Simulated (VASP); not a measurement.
# CuF3 (Pm-3m) in VASP: further runs

The runs below take CuF3 through single point, with PBE.

Everything below comes from runs of VASP 6.6.1. Logs are shortened: lines on timing, memory, paths and dates and some standing lists are left out, and cuts for length are marked.

### 1 The cell of the first run

The structure is cubic, space group Pm-3m (No. 221). Conventional cell: a = 3.790 Å, b = 3.790 Å, c = 3.790 Å, α = 90.00°, β = 90.00°, γ = 90.00°. Within 2.5 Å of Cu (site symmetry m-3m) lie 6 F at 1.89 Å. Within 2.5 Å of F (site symmetry 4/mmm) lie 2 Cu at 1.89 Å.

### 2 Single point, PBE, collinear spin

The input, INCAR:

```
SYSTEM = CuF3
  ALGO = Normal
  EDIFF = 1E-7
  ENCUT = 520
  GGA = PE
  ISIF = 2
  ISMEAR = 0
  ISPIN = 2
  LASPH = .True.
  LCHARG = .False.
  LMAXMIX = 4
  LORBIT = 11
  LREAL = .False.
  LWAVE = .False.
  MAGMOM = -2 2 0 0 0 0 0 0
  NBANDS = 46
  NELM = 150
  PREC = Accurate
  SIGMA = 0.05
```

The input, KPOINTS:

```
k-points
0
Gamma
  10 10 5
  0 0 0
```

The input, POSCAR:

```
CuF3
1.0
    3.7897726989      0.0000000000      3.7897726989
    0.0000000000      3.7897726989      3.7897726989
    0.0000000000      0.0000000000      7.5795453978
Cu F
2 6
Direct
    0.0000000000      0.0000000000      0.0000000000
    0.0000000000      0.0000000000      0.5000000000
    0.5000000000      0.0000000000      0.7500000000
    0.0000000000      0.0000000000      0.2500000000
    0.0000000000      0.5000000000      0.7500000000
    0.5000000000      0.0000000000      0.2500000000
    0.0000000000      0.0000000000      0.7500000000
    0.0000000000      0.5000000000      0.2500000000
```

Potentials or basis: VASP PAW PBE potentials, release 64 (Cu, F).

Run with:

```console
cat potpaw_PBE.64/Cu/POTCAR potpaw_PBE.64/F/POTCAR > POTCAR
mpirun -np 1 vasp_std > vasp.out
```

OUTCAR:

```text
SYSTEM = CuF3
   EDIFF = 1E-7
   ENCUT = 520
   GGA = PE
   ISIF = 2
   ISMEAR = 0
   ISPIN = 2
   LASPH = .True.
   LORBIT = 11
   LREAL = .False.
   NELM = 150
   PREC = Accurate

 ion  position               nearest neighbor table
   1  0.000  0.000  0.000-   3 1.89   4 1.89   5 1.89   7 1.89   8 1.89   6 1.89
   2  0.000  0.000  0.500-   4 1.89   6 1.89   7 1.89   8 1.89   5 1.89   3 1.89
   3  0.500  0.000  0.750-   2 1.89   1 1.89
   4  0.000  0.000  0.250-   1 1.89   2 1.89
   5  0.000  0.500  0.750-   2 1.89   1 1.89
   6  0.500  0.000  0.250-   1 1.89   2 1.89
   7  0.000  0.000  0.750-   1 1.89   2 1.89
   8  0.000  0.500  0.250-   1 1.89   2 1.89

  LATTYP: Found a face centered cubic cell.
 ALAT       =     7.5795453978

  Lattice vectors:

 A1 = (   3.7897726989,  -3.7897726989,   0.0000000000)
 A2 = (   3.7897726989,   0.0000000000,   3.7897726989)
 A3 = (   0.0000000000,  -3.7897726989,   3.7897726989)

Analysis of symmetry for initial positions (statically):
=====================================================================
 Subroutine PRICEL returns following result:

  LATTYP: Found a simple cubic cell.
 ALAT       =     3.7897726989
[... 12 lines left out ...]
 Subroutine GETGRP returns: Found 48 space group operations
 (whereof 48 operations were pure point group operations)
 out of a pool of 48 trial point group operations.

The static configuration has the point symmetry O_h .

Analysis of symmetry for dynamics (positions and initial velocities):
=====================================================================
 Subroutine PRICEL returns following result:

  LATTYP: Found a simple cubic cell.
 ALAT       =     3.7897726989
[... 12 lines left out ...]
 Subroutine GETGRP returns: Found 48 space group operations
 (whereof 48 operations were pure point group operations)
 out of a pool of 48 trial point group operations.

The dynamic configuration has the point symmetry O_h .

Analysis of structural, dynamic, and magnetic symmetry:
=====================================================================
 Subroutine PRICEL returns following result:

  LATTYP: Found a simple cubic cell.
 ALAT       =     3.7897726989
[... 12 lines left out ...]
 Subroutine GETGRP returns: Found 48 space group operations
 (whereof 48 operations were pure point group operations)
 out of a pool of 48 trial point group operations.

The overall configuration has the point symmetry O_h .

 Subroutine INISYM returns: Found 48 space group operations
 (whereof 48 operations are pure point group operations),
 and found     2 'primitive' translations

----------------------------------------------------------------------------------------

                                     Primitive cell

  volume of cell :      54.4301

  direct lattice vectors                    reciprocal lattice vectors
     0.000000000 -3.789772699  0.000000000     0.000000000 -0.263868068  0.000000000
     3.789772699  0.000000000  0.000000000     0.263868068  0.000000000  0.000000000
     0.000000000  0.000000000  3.789772699     0.000000000  0.000000000  0.263868068

  length of vectors
     3.789772699  3.789772699  3.789772699     0.263868068  0.263868068  0.263868068

  position of ions in fractional coordinates (direct lattice)
     0.000000000  0.000000000  0.000000000
     0.000000000  0.500000000  0.000000000
     0.000000000  0.000000000  0.500000000
     0.500000000  0.000000000  0.000000000

  ion indices of the primitive-cell ions
   primitive index   ion index
                 1           1
                 2           3
                 3           4
                 4           5

----------------------------------------------------------------------------------------

 KPOINTS: k-points

Automatic generation of k-mesh.
 Grid dimensions read from file:
 generate k-points for:   10   10    5

 Generating k-lattice:

  Cartesian coordinates                     Fractional coordinates (reciprocal lattice)
     0.026386807  0.000000000  0.000000000     0.100000000  0.000000000  0.000000000
     0.000000000  0.026386807  0.000000000     0.000000000  0.100000000  0.000000000
    -0.026386807 -0.026386807  0.026386807     0.000000000  0.000000000  0.200000000

  Length of vectors
     0.026386807  0.026386807  0.045703290
[... 43 lines left out ...]
   NGXF,Y,Z  is equivalent  to a cutoff of  24.81, 24.81, 24.57 a.u.
 SYSTEM =  CuF3
   PREC   = accura    normal or accurate (medium, high low for compatibility)
   ISTART =      0    job   : 0-new  1-cont  2-samecut
   ICHARG =      2    charge: 1-file 2-atom 10-const
   ISPIN  =      2    spin polarized calculation?
   LNONCOLLINEAR =      F non collinear calculations
   LSORBIT =      F    spin-orbit coupling
   LASPH  =      T    aspherical Exc in radial PAW
   ENCUT  =  520.0 eV  38.22 Ry    6.18 a.u.   9.97  9.97 14.09*2*pi/ulx,y,z
   NELM   =    150;   NELMIN=  2; NELMDL= -5     # of ELM steps
   EDIFF  = 0.1E-06   stopping-criterion for ELM
   LREAL  =      F    real-space projection
   EDIFFG = 0.1E-05   stopping-criterion for IOM
   NSW    =      0    number of steps for IOM
   IBRION =     -1    ionic relax: 0-MD 1-quasi-New 2-CG
   NFREE  =      0    steps in history (QN), initial steepest desc. (CG)
   ISIF   =      2    stress and relaxation
   ISYM   =      2    0-nonsym 1-usesym 2-fastsym
   POTIM  = 0.5000    time-step for ionic-motion
   TEBEG  =    0.0;   TEEND  =   0.0 temperature during run
   PSTRESS=    0.0 pullay stress
   NELECT =      64.0000    total number of electrons
   NUPDOWN=      -1.0000    fix difference up-down
   EMIN   =  10.00;   EMAX   =-10.00  energy-range for DOS
   EFERMI =   0.00;   METHOD = LEGACY
   ISMEAR =     0;   SIGMA  =   0.05  broadening in eV -4-tet -1-fermi 0-gaus
   EFERMI_NEDOS =   21; number of points for ismear=-14 and -15
   IALGO  =     38    algorithm
   IMIX   =      4    mixing-type and parameters
     AMIX     =   0.40;   BMIX     =  1.00
     AMIX_MAG =   1.60;   BMIX_MAG =  1.00
  volume/ion in A,a.u.               =      13.61        91.83
  Fermi-wavevector in a.u.,A,eV,Ry     =   1.371445  2.591655 25.590665  1.880861
  Thomas-Fermi vector in A             =   2.497141
   LORBIT       =     11    0 simple, 1 ext, 2 COOP (PROOUT), +10 PAW based schemes
   GGA     = PE    functional components
   LHFCALC =     F    Hartree Fock is set to
   AEXX    =    0.0000 exact exchange contribution
   IVDW    =     0    specifies the selected vdW correction
   LEPSILON=     F    determine dielectric tensor
   LRPA    =     F    only Hartree local field effects (RPA)
 spin polarized calculation
 Gauss-broadening in eV      SIGMA  =   0.05
  energy-cutoff  :      520.00
  volume of cell :      108.86
 maximum number of plane-waves:      2954
 NGX is ok and might be reduce to    40
   NGX = 19   NGY = 19   NGZ = 29

 number of electron      64.0000019 magnetization       0.0000000

 number of electron      64.0000019 magnetization      -0.0000000

 Free energy of the ion-electron system (eV)
  ---------------------------------------------------
  ext. energy  EPLUGINS =         0.00000000
  ---------------------------------------------------
  free energy    TOTEN  =       -28.83104732 eV

  energy without entropy =      -28.83104572  energy(sigma->0) =      -28.83104652

 E-fermi :  -2.5961     XC(G=0):  -8.8412

 val. band max:       -2.7341204945   @ k =   0.5000   0.0000   0.4000
 cond. band min:      -2.4708046871   @ k =   0.4000   0.0000   0.0000
 fundamental gap:      0.2633158074
 Fermi energy:        -2.5960719696

 spin component 1

 k-point     1 :       0.0000    0.0000    0.0000
  band No.  band energies     occupation
      1     -23.9675      1.00000
      2     -23.1882      1.00000
      3     -23.1882      1.00000
      4     -23.1882      1.00000
      5     -23.0381      1.00000
      6     -23.0381      1.00000
[... 1117 lines left out ...]
     43      13.7920      0.00000
     44      14.6118      0.00000

 [... further k-points ...]

 spin component 2

 k-point     1 :       0.0000    0.0000    0.0000
  band No.  band energies     occupation
      1     -23.9675      1.00000
      2     -23.1882      1.00000
      3     -23.1882      1.00000
      4     -23.1882      1.00000
      5     -23.0381      1.00000
      6     -23.0381      1.00000
[... 1117 lines left out ...]
     43      13.7920      0.00000
     44      14.6118      0.00000

 [... further k-points ...]

 [bands above 44 left out]

------------------------ aborting loop because EDIFF is reached ----------------------------------------

  FORCE on cell =-STRESS in cart. coord.  units (eV):
  Direction    XX          YY          ZZ          XY          YZ          ZX
  --------------------------------------------------------------------------------------
  -------------------------------------------------------------------------------------
  Total        0.2397614      0.2397614      0.2397614      0.0000000      0.0000000      0.0000000
  in kB        3.5287451      3.5287451      3.5287451      0.0000000      0.0000000      0.0000000
  external PRESSURE =       3.5287451 kB  Pullay stress =       0.0000000 kB

 VOLUME and BASIS-vectors are now :
 -----------------------------------------------------------------------------
  energy-cutoff  :      520.00
  volume of cell :      108.86
      direct lattice vectors                 reciprocal lattice vectors
     3.789772699  0.000000000  3.789772699     0.263868068  0.000000000  0.000000000
     0.000000000  3.789772699  3.789772699     0.000000000  0.263868068  0.000000000
     0.000000000  0.000000000  7.579545398    -0.131934034 -0.131934034  0.131934034

 POSITION                                       TOTAL-FORCE (eV/Angst)
 -----------------------------------------------------------------------------------
      0.00000      0.00000      0.00000        -0.000000      0.000000      0.000000
      0.00000      0.00000      3.78977         0.000000     -0.000000     -0.000000
      1.89489      0.00000      7.57955        -0.000000      0.000000      0.000000
      0.00000      0.00000      1.89489        -0.000000      0.000000      0.000000
      0.00000      1.89489      7.57955        -0.000000     -0.000000     -0.000000
      1.89489      0.00000      3.78977         0.000000      0.000000      0.000000
      0.00000      0.00000      5.68466        -0.000000      0.000000     -0.000000
      0.00000      1.89489      3.78977        -0.000000      0.000000      0.000000
 -----------------------------------------------------------------------------------
    total drift:                               -0.000000     -0.000000      0.000000

  FREE ENERGIE OF THE ION-ELECTRON SYSTEM (eV)
  ---------------------------------------------------
  free  energy   TOTEN  =       -28.8310473245 eV

  energy  without entropy=      -28.8310457222  energy(sigma->0) =      -28.83104652

 total charge

# of ion       s       p       d       tot
------------------------------------------
    1        0.332   0.452   8.864   9.648
    2        0.332   0.452   8.864   9.648
    3        1.740   4.311   0.000   6.051
    4        1.740   4.311   0.000   6.051
    5        1.740   4.311   0.000   6.051
    6        1.740   4.311   0.000   6.051
    7        1.740   4.311   0.000   6.051
    8        1.740   4.311   0.000   6.051
--------------------------------------------------
tot         11.105  26.769  17.729  55.603

 magnetization (x)

# of ion       s       p       d       tot
------------------------------------------
    1        0.011   0.015  -0.669  -0.643
    2       -0.011  -0.015   0.669   0.643
    3        0.000   0.000   0.000   0.000
    4        0.000   0.000   0.000   0.000
    5        0.000   0.000   0.000   0.000
    6        0.000   0.000   0.000   0.000
    7        0.000   0.000   0.000   0.000
    8        0.000   0.000   0.000   0.000
--------------------------------------------------
tot         -0.000   0.000   0.000  -0.000
```

Run time: 11 min. Hardware: 1 thread of Oxide Virtual Turin-like, shared host; peak memory 0.42 GiB.

Results:

| Item | Value |
| --- | --- |
| Free energy | -28.8310 eV |
| Pressure | 0.4 GPa |
| Band gap on the k mesh | 0.26 eV |
| Net moment | 0.00 μB per cell |
| Site moments | Cu -0.64, +0.64; F +0.00 μB |
| Valence electrons inside the program's atomic spheres | Cu 9.65; F 6.05 |

Levels at points of the mesh, in eV from the valence-band top:
Spin up:
```tsv
k point	band 30	band 31	band 32	band 33	band 34	band 35
(0.00, 0.00, 0.00)	-0.17	-0.17	-0.17	1.82	1.82	7.21
(0.50, 0.00, 0.00)	-0.22	-0.22	-0.17	0.27	1.82	10.24
```
Spin down:
```csv
k point,band 30,band 31,band 32,band 33,band 34,band 35
"(0.00, 0.00, 0.00)",-0.17,-0.17,-0.17,1.82,1.82,7.21
"(0.50, 0.00, 0.00)",-0.22,-0.22,-0.17,0.27,1.82,10.24
```

A k mesh can miss the band edges.

[end of part 1 of 2]
